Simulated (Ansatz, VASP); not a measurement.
One calculation of WSe2, two programs

The input POSCAR:

```
WSe2
1.0
    3.2488133234      0.0000000000      0.0000000000
   -1.6244066617      2.8135548702      0.0000000000
    0.0000000000      0.0000000000     13.4543378525
W Se
2 4
Direct
    0.6666666667      0.3333333333      0.7500000000
    0.3333333333      0.6666666667      0.2500000000
    0.3333333333      0.6666666667      0.8751537220
    0.6666666667      0.3333333333      0.3751537220
    0.3333333333      0.6666666667      0.6248462780
    0.6666666667      0.3333333333      0.1248462780
```

Contents of INCAR.step1:

```
SYSTEM = WSe2
PREC     = Accurate       ! precision mode
ENCUT    = 520            ! plane-wave cutoff, eV
ISMEAR   = 0              ! smearing method
SIGMA    = 0.02           ! smearing width, eV
LREAL    = .False.        ! projectors in reciprocal space
LASPH    = .True.         ! aspherical terms in the spheres
NELM     = 60             ! most SCF steps
NBANDS   = 35             ! bands
GGA      = PE             ! functional
ALGO     = Normal         ! electronic algorithm
EDIFF    = 1E-4           ! SCF threshold, eV
LWAVE    = .True.         ! write WAVECAR
LCHARG   = .False.        ! write CHGCAR
```

INCAR.step2

```
SYSTEM = WSe2
PREC     = Accurate       ! precision mode
ENCUT    = 520            ! plane-wave cutoff, eV
EDIFF    = 1E-6           ! SCF threshold, eV
ISMEAR   = 0              ! smearing method
SIGMA    = 0.02           ! smearing width, eV
LREAL    = .False.        ! projectors in reciprocal space
LASPH    = .True.         ! aspherical terms in the spheres
NELM     = 60             ! most SCF steps
ALGO     = Normal         ! electronic algorithm
ISIF     = 2              ! what is computed and relaxed
LWAVE    = .False.        ! write WAVECAR
LCHARG   = .False.        ! write CHGCAR
METAGGA  = R2SCAN         ! meta-GGA
LMIXTAU  = .True.       
NBANDS   = 35             ! bands
ISTART   = 1
```

File KPOINTS:

```
regular mesh
0
Gamma
  12 12 2
  0 0 0
```

Input for Ansatz:

```yaml
crystal:
  lattice:
    - [3.2488133234, 0.0, 0.0]
    - [-1.6244066617, 2.8135548702, 0.0]
    - [0.0, 0.0, 13.4543378525]
  atoms:
    - { symbol: W, position: [0.6666666667, 0.3333333333, 0.75] }
    - { symbol: W, position: [0.3333333333, 0.6666666667, 0.25] }
    - { symbol: Se, position: [0.3333333333, 0.6666666667, 0.875153722] }
    - { symbol: Se, position: [0.6666666667, 0.3333333333, 0.375153722] }
    - { symbol: Se, position: [0.3333333333, 0.6666666667, 0.624846278] }
    - { symbol: Se, position: [0.6666666667, 0.3333333333, 0.124846278] }
basis:
  ecutwfc: 500
kpoints:
  mp_grid: { grid: [12, 12, 2] }
  band_path: { path: [VBM, CBM], npoints: 2 }
hamiltonian:
  xc: r2scan
scf:
  occupations: { method: gaussian, width: 0.02 }
output:
  forces: true
  stress: true
  eigenvalues: true
checkpoint:
  read: start.run
  write: ck
  compress: false
  write_wavefunctions: false
  write_every: 100000
```

Alike in both runs: task single point; functional r2SCAN; k mesh 12 × 12 × 2; occupations gaussian, width 0.02 eV; no spin polarisation.

|  | VASP | Ansatz |
| --- | --- | --- |
| version | VASP 6.6.1 | Ansatz 0.2.0 |
| potentials or method | VASP PAW PBE potentials, release 64 (W_sv, Se), cutoff 520 eV | scalar-relativistic, plane waves, PAW |
| valence electrons in the cell | 52 | 92 |

|  | VASP | Ansatz | Ansatz less VASP |
| --- | --- | --- | --- |
| gap on the k mesh at the Fermi level (eV) | 1.30 | 1.31 | +0.004 |
| least direct gap on the mesh (eV) | 1.83 | 1.84 | +0.003 |
| pressure (GPa) | 4.1 | 3.7 | -0.36 |
| traceless stress, the component that is largest in VASP (GPa) | -2.86 | -2.91 | -0.046 |
| rms of the force components (eV/Å) | 0.023 | 0.000 | -0.0227 |

VASP's potentials were made for PBE, not for r2SCAN. Atom by atom the forces differ by 0.023 eV/Å (rms over components). VASP's potentials hold 52 valence electrons a cell and Ansatz's 92, so a difference there can come from the potentials and not from the codes.

Neither program's run includes spin-orbit coupling.
